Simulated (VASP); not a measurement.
BiS4:

```
Bi S
1.0
     5.61287    0.00000    0.00000
     0.00000    5.61287    0.00000
     0.00000    0.00000    4.90071
Bi S
1 4
Direct
  0.00000 0.00000 0.50000
  0.69197 0.00000 0.00000
  0.30803 0.00000 0.00000
  0.00000 0.69197 0.00000
  0.00000 0.30803 0.00000
```

The cell was generated, and may not be a known phase.

* Program: VASP 6.6.1
* Task: relaxation of cell and atoms
* Functional: PBE
* Potentials or basis: VASP PAW PBE potentials, release 64 (Bi_d, S)
* Cutoff: 600 eV
* k mesh: 4 × 4 × 4
* Occupations: gaussian, width 0.1 eV
* Spin: no spin polarisation

At the start: pressure 4.1 GPa; volume 30.88 Å³/atom.

**Question.** How do energy, volume and symmetry change on relaxing?

**Answer.** Over 10 steps the energy falls by 280.1 meV/atom and the volume is 32.93 Å³/atom (+6.6 %); space group P4/mmm (No. 123, to 0.1 Å) before and after.

The path:
```
step  energy change (eV)  largest force (eV/Å)  pressure (GPa)  volume (Å³)
   1              0.0000                1.2826            4.12       154.39
   2             -0.5955                0.8807           -1.07       172.61
   3             -0.6501                0.9097           -3.24       186.52
   4             -1.1115                0.5821           -1.01       179.20
   5             -1.1144                0.7406           -0.83       178.80
   6             -1.3609                0.2348           -0.71       170.46
   7             -1.3972                0.0037           -0.48       166.84
   8             -1.3986                0.0508           -0.40       166.03
   9             -1.3981                0.1438            0.41       163.10
  10             -1.4005                0.0392           -0.02       164.63
```

Final structure:
```
Bi S
1.0
     6.39281    0.00000    0.00000
     0.00000    6.39281    0.00000
     0.00000    0.00000    4.02824
Bi S
1 4
Cartesian
  0.0000 0.0000 2.0141
  4.2055 0.0000 4.0282
  2.1873 0.0000 0.0000
  0.0000 4.2055 0.0000
  0.0000 2.1873 0.0000
```

Caveat: a cell axis changed by over 15 % at a fixed basis, so the end point is rough.
